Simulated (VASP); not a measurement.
# Gd (P6_3/mmc) in VASP: single point with PBE

Aim: the single point of Gd with PBE.

Program: VASP 6.6.1. These are calculated values, not measurements. Logs are shortened: lines on timing, memory, paths and dates and some standing lists are left out, and cuts for length are marked.

### Step 1. The cell of the first run

The structure is hexagonal, space group P6_3/mmc (No. 194). The conventional cell has a = 3.620 Å, b = 3.620 Å, c = 5.800 Å, α = 90.00°, β = 90.00°, γ = 120.00°. Gd (site symmetry -6m2) has 12 Gd at 3.57 to 3.62 Å within 4.7 Å.

### Step 2. Single point, PBE, collinear spin, antiferromagnetic start

INCAR reads:

```
PREC = Accurate
ENCUT = 520
EDIFF = 1E-6
ISMEAR = -1
SIGMA = 0.1
LREAL = F
LASPH = T
NELM = 150
ALGO = Normal
ISIF = 2
LWAVE = F
LCHARG = F
ISPIN = 2
MAGMOM = 7.255 -7.255
LORBIT = 11
LMAXMIX = 6
GGA = PE
NBANDS = 29
```

KPOINTS reads:

```
Automatic mesh
0
Gamma
  5 5 3
```

POSCAR reads:

```
Gd
1.0
    3.6203037409      0.0000000000      0.0000000000
   -1.8101518705      3.1352750091      0.0000000000
    0.0000000000      0.0000000000      5.7998413660
Gd
2
Direct
    0.3333333333      0.6666666667      0.2500000000
    0.6666666667      0.3333333333      0.7500000000
```

Potentials or basis: VASP PAW PBE potentials, release 64 (Gd).

Launch:

```console
> cat potpaw_PBE.64/Gd/POTCAR > POTCAR
> mpirun -np 1 vasp_std > vasp.out
```

OUTCAR:

```text
PREC = Accurate
   ENCUT = 520
   EDIFF = 1E-6
   ISMEAR = -1
   LREAL = F
   LASPH = T
   NELM = 150
   ISIF = 2
   ISPIN = 2
   LORBIT = 11
   GGA = PE

 ion  position               nearest neighbor table
   1  0.333  0.667  0.250-
   2  0.667  0.333  0.750-

  LATTYP: Found a hexagonal cell.
 ALAT       =     3.6203037409
 C/A-ratio  =     1.6020317026

  Lattice vectors:

 A1 = (   3.6203037409,   0.0000000000,   0.0000000000)
 A2 = (  -1.8101518705,   3.1352750091,   0.0000000000)
 A3 = (   0.0000000000,   0.0000000000,   5.7998413660)

Analysis of symmetry for initial positions (statically):
=====================================================================
 Subroutine PRICEL returns:
 Original cell was already a primitive cell.

 Routine SETGRP: Setting up the symmetry group for a
 hexagonal supercell.

 Subroutine GETGRP returns: Found 24 space group operations
 (whereof 12 operations were pure point group operations)
 out of a pool of 24 trial point group operations.

The static configuration has the point symmetry D_3d.
 The point group associated with its full space group is D_6h.

Analysis of symmetry for dynamics (positions and initial velocities):
=====================================================================
 Subroutine PRICEL returns:
 Original cell was already a primitive cell.

 Routine SETGRP: Setting up the symmetry group for a
 hexagonal supercell.

 Subroutine GETGRP returns: Found 24 space group operations
 (whereof 12 operations were pure point group operations)
 out of a pool of 24 trial point group operations.

The dynamic configuration has the point symmetry D_3d.
 The point group associated with its full space group is D_6h.

Analysis of structural, dynamic, and magnetic symmetry:
=====================================================================
 Subroutine PRICEL returns:
 Original cell was already a primitive cell.

 Routine SETGRP: Setting up the symmetry group for a
 hexagonal supercell.

 Subroutine GETGRP returns: Found 24 space group operations
 (whereof 12 operations were pure point group operations)
 out of a pool of 24 trial point group operations.

The overall configuration has the point symmetry D_3d.
 The point group associated with its full space group is D_6h.

 Subroutine INISYM returns: Found 24 space group operations
 (whereof 12 operations are pure point group operations),
 and found     1 'primitive' translations

----------------------------------------------------------------------------------------

                                     Primitive cell

  volume of cell :      65.8320

  direct lattice vectors                    reciprocal lattice vectors
     3.620303741  0.000000000  0.000000000     0.276219917  0.159475644  0.000000000
    -1.810151870  3.135275009  0.000000000     0.000000000  0.318951287  0.000000000
     0.000000000  0.000000000  5.799841366     0.000000000  0.000000000  0.172418509

  length of vectors
     3.620303741  3.620303741  5.799841366     0.318951287  0.318951287  0.172418509

  position of ions in fractional coordinates (direct lattice)
     0.333333333  0.666666667  0.250000000
     0.666666667  0.333333333  0.750000000

  ion indices of the primitive-cell ions
   primitive index   ion index
                 1           1
                 2           2

----------------------------------------------------------------------------------------

 KPOINTS: Automatic mesh

Automatic generation of k-mesh.
 Grid dimensions read from file:
 generate k-points for:    5    5    3

 Generating k-lattice:

  Cartesian coordinates                     Fractional coordinates (reciprocal lattice)
     0.055243983  0.031895129  0.000000000     0.200000000  0.000000000  0.000000000
     0.000000000  0.063790257  0.000000000     0.000000000  0.200000000  0.000000000
     0.000000000  0.000000000  0.057472836     0.000000000  0.000000000  0.333333333

  Length of vectors
     0.063790257  0.063790257  0.057472836

  Shift w.r.t. Gamma in fractional coordinates (k-lattice)
     0.000000000  0.000000000  0.000000000

 Subroutine IBZKPT returns following result:
 ===========================================

 Found     10 irreducible k-points:

 Following reciprocal coordinates:
            Coordinates               Weight
  0.000000  0.000000  0.000000      1.000000
  0.200000  0.000000  0.000000      6.000000
  0.400000  0.000000  0.000000      6.000000
  0.200000  0.200000  0.000000      6.000000
  0.400000  0.200000  0.000000      6.000000
  0.000000  0.000000  0.333333      2.000000
  0.200000  0.000000  0.333333     12.000000
  0.400000  0.000000  0.333333     12.000000
  0.200000  0.200000  0.333333     12.000000
  0.400000  0.200000  0.333333     12.000000
   k-points           NKPTS =     10   k-points in BZ     NKDIM =     10   number of bands    NBANDS=     29
   number of dos      NEDOS =    301   number of ions     NIONS =      2
   total plane-waves  NPLWV =  37632
   dimension x,y,z NGX =    28 NGY =   28 NGZ =   48
   dimension x,y,z NGXF=    56 NGYF=   56 NGZF=   96
   ions per type =               2
   NGX,Y,Z   is equivalent  to a cutoff of  12.86, 12.86, 13.76 a.u.
   NGXF,Y,Z  is equivalent  to a cutoff of  25.72, 25.72, 27.52 a.u.
 SYSTEM =  unknown system
   PREC   = accura    normal or accurate (medium, high low for compatibility)
   ISTART =      0    job   : 0-new  1-cont  2-samecut
   ICHARG =      2    charge: 1-file 2-atom 10-const
   ISPIN  =      2    spin polarized calculation?
   LNONCOLLINEAR =      F non collinear calculations
   LSORBIT =      F    spin-orbit coupling
   LASPH  =      T    aspherical Exc in radial PAW
   ENCUT  =  520.0 eV  38.22 Ry    6.18 a.u.   6.73  6.73 10.78*2*pi/ulx,y,z
   NELM   =    150;   NELMIN=  2; NELMDL= -5     # of ELM steps
   EDIFF  = 0.1E-05   stopping-criterion for ELM
   LREAL  =      F    real-space projection
   EDIFFG = 0.1E-04   stopping-criterion for IOM
   NSW    =      0    number of steps for IOM
   IBRION =     -1    ionic relax: 0-MD 1-quasi-New 2-CG
   NFREE  =      0    steps in history (QN), initial steepest desc. (CG)
   ISIF   =      2    stress and relaxation
   ISYM   =      2    0-nonsym 1-usesym 2-fastsym
   POTIM  = 0.5000    time-step for ionic-motion
   TEBEG  =    0.0;   TEEND  =   0.0 temperature during run
   PSTRESS=    0.0 pullay stress
   NELECT =      36.0000    total number of electrons
   NUPDOWN=      -1.0000    fix difference up-down
   EMIN   =  10.00;   EMAX   =-10.00  energy-range for DOS
   EFERMI =   0.00;   METHOD = LEGACY
   ISMEAR =    -1;   SIGMA  =   0.10  broadening in eV -4-tet -1-fermi 0-gaus
   EFERMI_NEDOS =   21; number of points for ismear=-14 and -15
   IALGO  =     38    algorithm
   IMIX   =      4    mixing-type and parameters
     AMIX     =   0.40;   BMIX     =  1.00
     AMIX_MAG =   1.60;   BMIX_MAG =  1.00
  volume/ion in A,a.u.               =      32.92       222.13
  Fermi-wavevector in a.u.,A,eV,Ry     =   1.338742  2.529855 24.384755  1.792229
  Thomas-Fermi vector in A             =   2.467188
   LORBIT       =     11    0 simple, 1 ext, 2 COOP (PROOUT), +10 PAW based schemes
   GGA     = PE    functional components
   LHFCALC =     F    Hartree Fock is set to
   AEXX    =    0.0000 exact exchange contribution
   IVDW    =     0    specifies the selected vdW correction
   LEPSILON=     F    determine dielectric tensor
   LRPA    =     F    only Hartree local field effects (RPA)
 spin polarized calculation
  energy-cutoff  :      520.00
  volume of cell :       65.83
 maximum number of plane-waves:      1788
 NGX is ok and might be reduce to    28
   NGX = 13   NGY = 13   NGZ = 21

 number of electron      36.0000008 magnetization      -0.0000000

 number of electron      36.0000008 magnetization       0.0000000

 Free energy of the ion-electron system (eV)
  ---------------------------------------------------
  ext. energy  EPLUGINS =         0.00000000
  ---------------------------------------------------
  free energy    TOTEN  =       -23.46885085 eV

  energy without entropy =      -23.33504306  energy(sigma->0) =      -23.40194695

 E-fermi :   2.9495     XC(G=0):  -9.9899

 val. band max:        2.8921905835   @ k =   0.2000   0.0000   0.3333
 cond. band min:       3.0005149477   @ k =   0.4000   0.2000   0.3333
 fundamental gap:      0.1083243643
 Fermi energy:         2.9494932296

 spin component 1

 k-point     1 :       0.0000    0.0000    0.0000
  band No.  band energies     occupation
      1     -42.1413      1.00000
      2     -38.9288      1.00000
      3     -19.6155      1.00000
      4     -19.2844      1.00000
      5     -19.2844      1.00000
      6     -17.2246      1.00000
[... 21 lines left out ...]
     28       5.1097      0.00000
     29       5.9170      0.00000
[... 257 lines left out ...]
 k-point    10 :       0.4000    0.2000    0.3333
  band No.  band energies     occupation
      1     -42.0984      1.00000
      2     -38.8764      1.00000
      3     -19.7491      1.00000
      4     -19.5238      1.00000
      5     -19.4897      1.00000
      6     -17.4352      1.00000
[... 21 lines left out ...]
     28       4.4720      0.00000
     29       5.7878      0.00000
 Fermi energy:         2.9494932296

 spin component 2

 k-point     1 :       0.0000    0.0000    0.0000
  band No.  band energies     occupation
      1     -42.1413      1.00000
      2     -38.9288      1.00000
      3     -19.6155      1.00000
      4     -19.2844      1.00000
      5     -19.2844      1.00000
      6     -17.2246      1.00000
[... 21 lines left out ...]
     28       5.1097      0.00000
     29       5.9530      0.00000
[... 257 lines left out ...]
 k-point    10 :       0.4000    0.2000    0.3333
  band No.  band energies     occupation
      1     -42.0984      1.00000
      2     -38.8764      1.00000
      3     -19.7491      1.00000
      4     -19.5238      1.00000
      5     -19.4897      1.00000
      6     -17.4352      1.00000
[... 21 lines left out ...]
     28       4.4720      0.00000
     29       5.7878      0.00000

------------------------ aborting loop because EDIFF is reached ----------------------------------------

  FORCE on cell =-STRESS in cart. coord.  units (eV):
  Direction    XX          YY          ZZ          XY          YZ          ZX
  --------------------------------------------------------------------------------------
  -------------------------------------------------------------------------------------
  Total        0.2445356      0.2445356      0.0120124     -0.0000000      0.0000000      0.0000000
  in kB        5.9513548      5.9513548      0.2923494     -0.0000000      0.0000000      0.0000000
  external PRESSURE =       4.0650197 kB  Pullay stress =       0.0000000 kB

 VOLUME and BASIS-vectors are now :
 -----------------------------------------------------------------------------
  energy-cutoff  :      520.00
  volume of cell :       65.83
      direct lattice vectors                 reciprocal lattice vectors
     3.620303741  0.000000000  0.000000000     0.276219917  0.159475644  0.000000000
    -1.810151870  3.135275009  0.000000000     0.000000000  0.318951287  0.000000000
     0.000000000  0.000000000  5.799841366     0.000000000  0.000000000  0.172418509

 POSITION                                       TOTAL-FORCE (eV/Angst)
 -----------------------------------------------------------------------------------
     -0.00000      2.09018      1.44996        -0.000000      0.000000      0.000000
      1.81015      1.04509      4.34988         0.000000     -0.000000      0.000000
 -----------------------------------------------------------------------------------
    total drift:                                0.000000     -0.000000      0.000000

  FREE ENERGIE OF THE ION-ELECTRON SYSTEM (eV)
  ---------------------------------------------------
  free  energy   TOTEN  =       -23.4688508468 eV

  energy  without entropy=      -23.3350430563  energy(sigma->0) =      -23.40194695

 total charge

# of ion       s       p       d       f       tot
--------------------------------------------------
    1        2.074   5.561   0.575   7.005  15.215
    2        2.074   5.561   0.575   7.005  15.215
--------------------------------------------------
tot          4.147  11.123   1.150  14.009  30.430

 magnetization (x)

# of ion       s       p       d       f       tot
--------------------------------------------------
    1        0.009  -0.069   0.203   6.789   6.931
    2       -0.009   0.069  -0.203  -6.789  -6.931
--------------------------------------------------
tot          0.000   0.000  -0.000  -0.000  -0.000
```

Run time: 2.7 min. Hardware: 1 thread of AMD EPYC 7R13 (Zen 3), shared host; peak memory 0.2 GiB.

Results:

```yaml
Free_energy: -23.4689 eV
Pressure: 0.4 GPa
Band_gap_on_the_k_mesh: zero (filled and empty bands overlap)
Net_moment: 0.00 μB per cell
Site_moments: Gd +6.93, -6.93 μB
Valence_electrons_inside_the_program's_atomic_spheres: Gd 15.21
```

Stress tensor (GPa, compression positive):
```
0.60 0.00 0.00
0.00 0.60 0.00
0.00 0.00 0.03
```

Levels at points of the mesh, in eV from the Fermi level:
Spin up:
| k point | band 16 | band 17 | band 18 | band 19 | band 20 | band 21 |
| --- | --- | --- | --- | --- | --- | --- |
| (0.00, 0.00, 0.00) | -4.56 | -1.92 | 0.55 | 0.59 | 0.69 | 0.69 |
Spin down:
| k point | band 16 | band 17 | band 18 | band 19 | band 20 | band 21 |
| --- | --- | --- | --- | --- | --- | --- |
| (0.00, 0.00, 0.00) | -4.56 | -1.92 | 0.55 | 0.59 | 0.69 | 0.69 |

Caveat: the k points lie up to 0.40 Å⁻¹ apart; spin-orbit coupling is left out, which moves the levels of the heavy elements. The state reached can hang on the start; a lower one may exist.
